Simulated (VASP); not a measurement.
The system is Rh.

```
Rh
1.0
     0.00000    1.79246    1.79246
     1.79246    0.00000    1.79246
     1.79246    1.79246    0.00000
Rh
1
Direct
  0.00000 0.00000 0.00000
```

Base run:

| Property | Result |
| --- | --- |
| Program | VASP 6.6.1 |
| Functional | PBE |
| Potentials or basis | VASP PAW PBE potentials, release 64 (Rh_pv) |
| Cutoff | 520 eV |
| k mesh | 22 × 22 × 22 |
| Occupations | gaussian, width 0.15 eV |
| Spin | collinear spin, ferromagnetic start |
| Starting moments | [0.625] μB |
| Fixed moment | 0.625 μB |

Its results: pressure 89.5 GPa; site moments Rh +0.61 μB.

Task: The run is repeated on the same cell with these changes: fixed moment from 0.625 μB to 0.875 μB; moments at the start from [0.62] to [0.88]. What comes out?

Result: Pressure 93.7 GPa; site moments Rh +0.86 μB.

Caveats: the cell stands under pressure; the total moment is fixed, so each spin has its own Fermi level.
